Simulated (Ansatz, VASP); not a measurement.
Two plane-wave programs on Nb

Contents of INCAR:

```
ALGO = Normal
EDIFF = 1E-7
ENCUT = 520
GGA = CA
ISIF = 2
ISMEAR = -1
LASPH = T
LCHARG = T
LDAU = T
LDAUJ = 0
LDAUL = 2
LDAUPRINT = 1
LDAUTYPE = 2
LDAUU = 2
LELF = T
LMAXMIX = 4
LREAL = F
LVHAR = T
LWAVE = F
NBANDS = 12
NELM = 150
PREC = Accurate
SIGMA = 0.05
```

Contents of KPOINTS:

```
k-points
0
Gamma
  11 11 11
```

The input POSCAR:

```
Nb
1.0
    0.0000000000      2.0840945950      2.0840945950
    2.0840945950      0.0000000000      2.0840945950
    2.0840945950      2.0840945950      0.0000000000
Nb
1
Direct
    0.0000000000      0.0000000000      0.0000000000
```

input.yaml

```yaml
crystal:
  lattice:
    - [0.0, 2.084094595, 2.084094595]
    - [2.084094595, 0.0, 2.084094595]
    - [2.084094595, 2.084094595, 0.0]
  atoms:
    - { symbol: Nb, position: [0.0, 0.0, 0.0] }
hamiltonian:
  xc: lda
  pseudopotentials: { kind: paw, accuracy: stringent, xc_functional: pbe }
  hubbard: { sites: [{ species: Nb, l: d, u_eff: 2.0 }] }
kpoints:
  mp_grid: { grid: [11, 11, 11] }
scf:
  occupations: { method: fermi_dirac, width: 0.05 }
output:
  forces: true
  stress: true
  eigenvalues: true
```

Alike in both runs: task single point; functional LDA; k mesh 11 × 11 × 11; occupations fermi-dirac, width 0.05 eV; no spin polarisation; Hubbard terms Nb d U = 2.0 eV.

```csv
,VASP,Ansatz
version,VASP 6.6.1,Ansatz 0.2.0
potentials or method,"VASP PAW LDA potentials, release 64 (Nb_sv)",SSSP precision PAW
plane-wave cutoff (eV),520,544
valence electrons in the cell,13,13
```

|  | VASP | Ansatz | Ansatz less VASP |
| --- | --- | --- | --- |
| gap on the k mesh at the Fermi level (eV) | none | none | - |
| pressure (GPa) | 1.4 | -2.7 | -4.12 |

LDA's correlation is that of Perdew and Zunger in VASP and of Perdew and Wang (1992) in Ansatz. The programs project onto different local orbitals, so the same U acts differently, and such runs can settle in different states. A gap of «none» marks a metal or a gap that the smearing closes.
